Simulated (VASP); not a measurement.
# Ba (Fm-3m) in VASP: further runs

The runs below take Ba through single point, relaxation of cell and atoms, with PBEsol.

Everything below comes from runs of VASP 6.6.1. Logs are shortened: lines on timing, memory, paths and dates and some standing lists are left out, and cuts for length are marked.

### 1 The cell of the first run

The structure is cubic, space group Fm-3m (No. 225). Conventional cell: a = 6.114 Å, b = 6.114 Å, c = 6.114 Å, α = 90.00°, β = 90.00°, γ = 90.00°. Ba (site symmetry m-3m) has 12 Ba at 4.32 Å within 5.7 Å.

This isn't the form of Ba at room conditions, which is bcc.

### 2 Single point, PBEsol

Input file INCAR:

```
SYSTEM = Ba
PREC = Accurate
ENCUT = 500
EDIFF = 1E-6
ISMEAR = 1
SIGMA = 0.05
LREAL = .FALSE.
LASPH = .TRUE.
NELM = 120
ALGO = Normal
ISIF = 2
LWAVE = .FALSE.
LCHARG = .FALSE.
GGA = PS
NBANDS = 11
GGA_COMPAT = .FALSE.
```

Input file KPOINTS:

```
Automatic mesh
0
G
  6 6 6
  0 0 0
```

Input file POSCAR:

```
Ba
1.0
    0.0000000000      3.0571010936      3.0571010936
    3.0571010936      0.0000000000      3.0571010936
    3.0571010936      3.0571010936      0.0000000000
Ba
1
Direct
    0.0000000000      0.0000000000      0.0000000000
```

Potentials or basis: VASP PAW PBE potentials, release 64 (Ba_sv).

Run with:

```console
> cat potpaw_PBE.64/Ba_sv/POTCAR > POTCAR
> mpirun -np 1 vasp_std > vasp.out
```

OUTCAR:

```text
SYSTEM = Ba
   PREC = Accurate
   ENCUT = 500
   EDIFF = 1E-6
   ISMEAR = 1
   LREAL = .FALSE.
   LASPH = .TRUE.
   NELM = 120
   ISIF = 2
   GGA = PS

 ion  position               nearest neighbor table
   1  0.000  0.000  0.000-

  LATTYP: Found a face centered cubic cell.
 ALAT       =     6.1142021872

  Lattice vectors:

 A1 = (   0.0000000000,   3.0571010936,   3.0571010936)
 A2 = (   3.0571010936,   0.0000000000,   3.0571010936)
 A3 = (   3.0571010936,   3.0571010936,   0.0000000000)

Analysis of symmetry for initial positions (statically):
=====================================================================
 Subroutine PRICEL returns:
 Original cell was already a primitive cell.

 Routine SETGRP: Setting up the symmetry group for a
 face centered cubic supercell.

 Subroutine GETGRP returns: Found 48 space group operations
 (whereof 48 operations were pure point group operations)
 out of a pool of 48 trial point group operations.

The static configuration has the point symmetry O_h .

Analysis of symmetry for dynamics (positions and initial velocities):
=====================================================================
 Subroutine PRICEL returns:
 Original cell was already a primitive cell.

 Routine SETGRP: Setting up the symmetry group for a
 face centered cubic supercell.

 Subroutine GETGRP returns: Found 48 space group operations
 (whereof 48 operations were pure point group operations)
 out of a pool of 48 trial point group operations.

The dynamic configuration has the point symmetry O_h .

 Subroutine INISYM returns: Found 48 space group operations
 (whereof 48 operations are pure point group operations),
 and found     1 'primitive' translations

----------------------------------------------------------------------------------------

                                     Primitive cell

  volume of cell :      57.1425

  direct lattice vectors                    reciprocal lattice vectors
     0.000000000  3.057101094  3.057101094    -0.163553636  0.163553636  0.163553636
     3.057101094  0.000000000  3.057101094     0.163553636 -0.163553636  0.163553636
     3.057101094  3.057101094  0.000000000     0.163553636  0.163553636 -0.163553636

  length of vectors
     4.323393828  4.323393828  4.323393828     0.283283208  0.283283208  0.283283208

  position of ions in fractional coordinates (direct lattice)
     0.000000000  0.000000000  0.000000000

  ion indices of the primitive-cell ions
   primitive index   ion index
                 1           1

----------------------------------------------------------------------------------------

 KPOINTS: Automatic mesh

Automatic generation of k-mesh.
 Grid dimensions read from file:
 generate k-points for:    6    6    6

 Generating k-lattice:

  Cartesian coordinates                     Fractional coordinates (reciprocal lattice)
    -0.027258939  0.027258939  0.027258939     0.166666667  0.000000000  0.000000000
     0.027258939 -0.027258939  0.027258939     0.000000000  0.166666667  0.000000000
     0.027258939  0.027258939 -0.027258939     0.000000000  0.000000000  0.166666667

  Length of vectors
     0.047213868  0.047213868  0.047213868

  Shift w.r.t. Gamma in fractional coordinates (k-lattice)
     0.000000000  0.000000000  0.000000000

 Subroutine IBZKPT returns following result:
 ===========================================

 Found     16 irreducible k-points:

 Following reciprocal coordinates:
            Coordinates               Weight
  0.000000  0.000000  0.000000      1.000000
  0.166667  0.000000  0.000000      8.000000
  0.333333  0.000000  0.000000      8.000000
  0.500000  0.000000  0.000000      4.000000
  0.166667  0.166667  0.000000      6.000000
  0.333333  0.166667  0.000000     24.000000
[... 8 lines left out ...]
 -0.333333  0.333333  0.166667     24.000000
 -0.333333  0.500000  0.166667     12.000000
   k-points           NKPTS =     16   k-points in BZ     NKDIM =     16   number of bands    NBANDS=     11
   number of dos      NEDOS =    301   number of ions     NIONS =      1
   total plane-waves  NPLWV =  32768
   dimension x,y,z NGX =    32 NGY =   32 NGZ =   32
   dimension x,y,z NGXF=    64 NGYF=   64 NGZF=   64
   ions per type =               1
   NGX,Y,Z   is equivalent  to a cutoff of  12.30, 12.30, 12.30 a.u.
   NGXF,Y,Z  is equivalent  to a cutoff of  24.61, 24.61, 24.61 a.u.
 SYSTEM =  Ba
   PREC   = accura    normal or accurate (medium, high low for compatibility)
   ISTART =      0    job   : 0-new  1-cont  2-samecut
   ICHARG =      2    charge: 1-file 2-atom 10-const
   ISPIN  =      1    spin polarized calculation?
   LNONCOLLINEAR =      F non collinear calculations
   LSORBIT =      F    spin-orbit coupling
   LASPH  =      T    aspherical Exc in radial PAW
   ENCUT  =  500.0 eV  36.75 Ry    6.06 a.u.   7.88  7.88  7.88*2*pi/ulx,y,z
   NELM   =    120;   NELMIN=  2; NELMDL= -5     # of ELM steps
   EDIFF  = 0.1E-05   stopping-criterion for ELM
   LREAL  =      F    real-space projection
   EDIFFG = 0.1E-04   stopping-criterion for IOM
   NSW    =      0    number of steps for IOM
   IBRION =     -1    ionic relax: 0-MD 1-quasi-New 2-CG
   NFREE  =      0    steps in history (QN), initial steepest desc. (CG)
   ISIF   =      2    stress and relaxation
   ISYM   =      2    0-nonsym 1-usesym 2-fastsym
   POTIM  = 0.5000    time-step for ionic-motion
   TEBEG  =    0.0;   TEEND  =   0.0 temperature during run
   PSTRESS=    0.0 pullay stress
   NELECT =      10.0000    total number of electrons
   NUPDOWN=      -1.0000    fix difference up-down
   EMIN   =  10.00;   EMAX   =-10.00  energy-range for DOS
   EFERMI =   0.00;   METHOD = LEGACY
   ISMEAR =     1;   SIGMA  =   0.05  broadening in eV -4-tet -1-fermi 0-gaus
   EFERMI_NEDOS =   21; number of points for ismear=-14 and -15
   IALGO  =     38    algorithm
   IMIX   =      4    mixing-type and parameters
     AMIX     =   0.40;   BMIX     =  1.00
     AMIX_MAG =   1.60;   BMIX_MAG =  1.00
  volume/ion in A,a.u.               =      57.14       385.62
  Fermi-wavevector in a.u.,A,eV,Ry     =   0.915704  1.730429 11.408669  0.838514
  Thomas-Fermi vector in A             =   2.040476
   LORBIT       =      0    0 simple, 1 ext, 2 COOP (PROOUT), +10 PAW based schemes
   GGA     = PS    functional components
   LHFCALC =     F    Hartree Fock is set to
   AEXX    =    0.0000 exact exchange contribution
   IVDW    =     0    specifies the selected vdW correction
   LEPSILON=     F    determine dielectric tensor
   LRPA    =     F    only Hartree local field effects (RPA)
 non-spin polarized calculation
 Methfessel and Paxton  Order N= 1 SIGMA  =   0.05
  energy-cutoff  :      500.00
  volume of cell :       57.14
 maximum number of plane-waves:      1464
   NGX = 15   NGY = 15   NGZ = 15

 number of electron      10.0000000 magnetization

 number of electron       9.9999999 magnetization

 Free energy of the ion-electron system (eV)
  ---------------------------------------------------
  ext. energy  EPLUGINS =         0.00000000
  ---------------------------------------------------
  free energy    TOTEN  =        -2.11721728 eV

  energy without entropy =       -2.11682343  energy(sigma->0) =       -2.11708599

 E-fermi :   1.9711     XC(G=0):  -7.8260

 val. band max:        1.9485098441   @ k =   0.5000   0.3333   0.0000
 cond. band min:       1.9902172290   @ k =   0.3333   0.3333   0.0000
 fundamental gap:      0.0417073850
 Fermi energy:         1.9710828237

 k-point     1 :       0.0000    0.0000    0.0000
  band No.  band energies     occupation
      1     -26.7914      2.00000
      2     -11.6631      2.00000
      3     -11.6631      2.00000
      4     -11.6631      2.00000
      5      -0.9433      2.00000
      6       3.7720      0.00000
      7       3.7720      0.00000
      8       3.7720      0.00000
      9       5.5382      0.00000
     10       5.5382      0.00000
     11       8.1290      0.00000

 k-point     2 :       0.1667    0.0000    0.0000
  band No.  band energies     occupation
      1     -26.7760      2.00000
      2     -11.8339      2.00000
      3     -11.6841      2.00000
      4     -11.6841      2.00000
      5      -0.4192      2.00000
      6       3.2519      0.00000
      7       3.9694      0.00000
      8       3.9694      0.00000
      9       5.3050      0.00000
     10       5.3050      0.00000
     11       8.8590      0.00000

 k-point     3 :       0.3333    0.0000    0.0000
  band No.  band energies     occupation
      1     -26.7448      2.00000
      2     -12.1517      2.00000
      3     -11.7253      2.00000
      4     -11.7253      2.00000
      5       0.5771      2.00000
      6       2.9127     -0.00000
      7       3.8093      0.00000
      8       3.8093      0.00000
      9       5.9742      0.00000
     10       5.9742      0.00000
     11       7.9472      0.00000

 k-point     4 :       0.5000    0.0000    0.0000
  band No.  band energies     occupation
      1     -26.7291      2.00000
      2     -12.3006      2.00000
      3     -11.7456      2.00000
      4     -11.7456      2.00000
      5       0.8873      2.00000
      6       3.2753      0.00000
      7       3.6061      0.00000
      8       3.6061      0.00000
      9       6.9047      0.00000
     10       6.9047      0.00000
     11       8.0004      0.00000

 k-point     5 :       0.1667    0.1667    0.0000
  band No.  band energies     occupation
      1     -26.7708      2.00000
      2     -11.8289      2.00000
      3     -11.7211      2.00000
      4     -11.7211      2.00000
      5      -0.2447      2.00000
      6       2.9783      0.00000
      7       4.2184      0.00000
      8       4.2184      0.00000
      9       4.4212      0.00000
     10       5.8177      0.00000
     11       9.7199      0.00000
[... 99 lines left out ...]
 k-point    13 :       0.5000    0.5000    0.0000
  band No.  band energies     occupation
      1     -26.7087      2.00000
      2     -12.2576      2.00000
      3     -11.8895      2.00000
      4     -11.8895      2.00000
      5       0.9589      2.00000
      6       1.6228      2.00000
      7       4.3835      0.00000
      8       6.9303      0.00000
      9       7.3290      0.00000
     10       7.3290      0.00000
     11       8.0654      0.00000

 k-point    14 :       0.5000    0.3333    0.1667
  band No.  band energies     occupation
      1     -26.7242      2.00000
      2     -12.1415      2.00000
      3     -11.9216      2.00000
      4     -11.8027      2.00000
      5       1.4876      2.00000
      6       2.3629     -0.00000
      7       2.8048     -0.00000
      8       4.8820      0.00000
      9       5.6369      0.00000
     10       7.4692      0.00000
     11       8.8818      0.00000

 k-point    15 :      -0.3333    0.3333    0.1667
  band No.  band energies     occupation
      1     -26.7137      2.00000
      2     -12.1582      2.00000
      3     -11.9990      2.00000
      4     -11.8385      2.00000
      5       2.0523     -0.04389
      6       2.1127     -0.00046
      7       2.9289     -0.00000
      8       4.5556      0.00000
      9       6.3339      0.00000
     10       7.8862      0.00000
     11       7.9249      0.00000

 k-point    16 :      -0.3333    0.5000    0.1667
  band No.  band energies     occupation
      1     -26.7086      2.00000
      2     -12.1697      2.00000
      3     -11.9859      2.00000
      4     -11.8981      2.00000
      5       1.5151      2.00000
      6       2.1315     -0.00006
      7       3.4064      0.00000
      8       4.8933      0.00000
      9       7.3359      0.00000
     10       8.0279      0.00000
     11       8.2425      0.00000

------------------------ aborting loop because EDIFF is reached ----------------------------------------

  FORCE on cell =-STRESS in cart. coord.  units (eV):
  Direction    XX          YY          ZZ          XY          YZ          ZX
  --------------------------------------------------------------------------------------
  -------------------------------------------------------------------------------------
  Total        0.0176716      0.0176716      0.0176716     -0.0000000      0.0000000      0.0000000
  in kB        0.4954824      0.4954824      0.4954824     -0.0000000      0.0000000      0.0000000
  external PRESSURE =       0.4954824 kB  Pullay stress =       0.0000000 kB

 VOLUME and BASIS-vectors are now :
 -----------------------------------------------------------------------------
  energy-cutoff  :      500.00
  volume of cell :       57.14
      direct lattice vectors                 reciprocal lattice vectors
     0.000000000  3.057101094  3.057101094    -0.163553636  0.163553636  0.163553636
     3.057101094  0.000000000  3.057101094     0.163553636 -0.163553636  0.163553636
     3.057101094  3.057101094  0.000000000     0.163553636  0.163553636 -0.163553636

 POSITION                                       TOTAL-FORCE (eV/Angst)
 -----------------------------------------------------------------------------------
      0.00000      0.00000      0.00000        -0.000000      0.000000      0.000000
 -----------------------------------------------------------------------------------
    total drift:                                0.000000      0.000000     -0.000000

  FREE ENERGIE OF THE ION-ELECTRON SYSTEM (eV)
  ---------------------------------------------------
  free  energy   TOTEN  =        -2.1172172799 eV

  energy  without entropy=       -2.1168234250  energy(sigma->0) =       -2.11708599
```

Run time: 15 s. Hardware: 1 thread of Intel Xeon 8259CL, shared host; peak memory 0.17 GiB.

What came out:

| Item | Value |
| --- | --- |
| Free energy | -2.1172 eV |
| Pressure | 0.0 GPa |
| Band gap on the k mesh | zero (bands 5 and 6 overlap by 0.43 eV) |

Caveat: the PAW data sets were made with another functional, which shifts forces and pressure a little; spin-orbit coupling is left out, which moves the levels of the heavy elements.

### 3 Relaxation of cell and atoms, PBEsol

This run uses another cell than the first one, of 63.11 Å³/atom.

Input file INCAR:

```
ALGO = Normal ; EDIFF = 1E-7
EDIFFG = -0.03 ; ENCUT = 500
GGA = PS ; GGA_COMPAT = F
IBRION = 2 ; ISIF = 3
ISMEAR = 1 ; LASPH = T
LCHARG = F ; LREAL = F
LWAVE = F ; NELM = 120
NELMIN = 4 ; NSW = 80
PREC = Accurate ; SIGMA = 0.05
```

Input file KPOINTS:

```
k-points
0
Gamma
  6 6 6
```

Input file POSCAR:

```
Ba
1.0
    0.0000000000      3.1600000000      3.1600000000
    3.1600000000      0.0000000000      3.1600000000
    3.1600000000      3.1600000000      0.0000000000
Ba
1
Direct
    0.0000000000      0.0000000000      0.0000000000
```

Potentials or basis: VASP PAW PBE potentials, release 64 (Ba_sv).

Run with:

```console
> cat potpaw_PBE.64/Ba_sv/POTCAR > POTCAR
> mpirun -np 1 vasp_std > vasp.out
```

It took 89 s on 1 thread of Intel Xeon 8259CL, shared host; peak memory 0.2 GiB.

The run converged. Its results:

| Item | Value |
| --- | --- |
| Free energy | -2.1173 eV |
| Relaxed volume | 57.40 Å³/atom |
| Relaxed cell | a = 4.330 Å, b = 4.330 Å, c = 4.330 Å, α = 60.00°, β = 60.00°, γ = 60.00° |
| Space group after relaxing (to 0.1 Å) | Fm-3m (No. 225) |
| Energy gained by relaxing | 15.8 meV/atom |
| Ionic steps | 4 |
| Pressure after relaxing | 0.0 GPa |
| Band gap on the k mesh | zero (bands 5 and 6 overlap by 0.42 eV) |

The path:
| step | energy change (eV) | largest force (eV/Å) | pressure (GPa) | volume (Å³) |
| --- | --- | --- | --- | --- |
| 1 | 0.0000 | 0.0000 | -0.79 | 63.11 |
| 2 | -0.0113 | 0.0000 | -0.48 | 60.31 |
| 3 | -0.0156 | 0.0000 | -0.10 | 57.99 |
| 4 | -0.0158 | 0.0000 | 0.00 | 57.40 |

Final structure:
```
Ba
1.0
     0.00000    3.06163    3.06163
     3.06163    0.00000    3.06163
     3.06163    3.06163    0.00000
Ba
1
Cartesian
  0.0000 3.0616 3.0616
```

Levels at points of the mesh, in eV from the Fermi level:
| k point | band 2 | band 3 | band 4 | band 5 | band 6 | band 7 | band 8 | band 9 |
| --- | --- | --- | --- | --- | --- | --- | --- | --- |
| (0.00, 0.00, 0.00) | -13.65 | -13.65 | -13.65 | -2.92 | 1.79 | 1.79 | 1.79 | 3.55 |
| (0.50, 0.00, 0.00) | -14.28 | -13.73 | -13.73 | -1.08 | 1.29 | 1.63 | 1.63 | 4.91 |
| (0.50, 0.50, 0.00) | -14.23 | -13.87 | -13.87 | -1.01 | -0.35 | 2.39 | 4.94 | 5.33 |

Caveat: the PAW data sets were made with another functional, which shifts forces and pressure a little; spin-orbit coupling is left out, which moves the levels of the heavy elements.

The gap in the log of VASP goes by the Fermi energy; the results here count the filled bands.